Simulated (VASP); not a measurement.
Wanted: the native input for a VASP 6.6.1 run.

```yaml
Task: single point
Functional: PBE
Dispersion: D3(BJ)
Potentials_or_basis: VASP PAW PBE potentials, release 64 (C)
Cutoff: 520 eV
k_mesh: 15 × 15 × 1
Occupations: gaussian, width 0.1 eV
Spin: no spin polarisation
Dipole_correction: yes
Further_INCAR_settings: ALGO = Normal; EDIFF = 1e-06; NBANDS = 16
```

The structure of C lies in POSCAR:

```
C
1.0
    2.4656524409      0.0000000000      0.0000000000
   -1.2328262205      2.1353176507      0.0000000000
    0.0000000000      0.0000000000     17.5000663885
C
4
Direct
    0.6666666667      0.3333333333      0.2571437784
    0.3333333333      0.6666666667      0.2571418816
    1.0000000000      1.0000000000      0.4634306070
    0.6666666667      1.3333333333      0.4634287102
```

One way to write it, as run:

INCAR

```
PREC     = Accurate       # precision mode
ENCUT    = 520            # plane-wave cutoff, eV
EDIFF    = 1E-6           # SCF threshold, eV
ISMEAR   = 0              # smearing method
SIGMA    = 0.1            # smearing width, eV
LREAL    = F              # projectors in reciprocal space
LASPH    = T              # aspherical terms in the spheres
NELM     = 100            # most SCF steps
ALGO     = Normal         # electronic algorithm
ISIF     = 2              # what is computed and relaxed
LWAVE    = F              # write WAVECAR
LCHARG   = T              # write CHGCAR
LDIPOL   = T            
IDIPOL   = 3            
DIPOL    = 0.5 0.5 0.360
GGA      = PE             # functional
IVDW     = 12             # dispersion correction
LELF     = T              # ELF
LVHAR    = T            
LVACPOTAV= T            
NBANDS   = 16             # bands
```

KPOINTS

```
Automatic mesh
0
Gamma
  15 15 1
```

Potentials or basis: VASP PAW PBE potentials, release 64 (C).

Run with:

```sh
$ cat potpaw_PBE.64/C/POTCAR > POTCAR
$ mpirun -np 1 vasp_std > vasp.out
```

It gave:

```
Largest force              : 0.026 eV/Å
Band gap on the k mesh     : zero (filled and empty bands touch)
Dispersion energy per atom : -0.114 eV
```

Run time: 98 s on 1 thread of AMD EPYC 7R13 (shared host), peak memory 0.18 GiB.
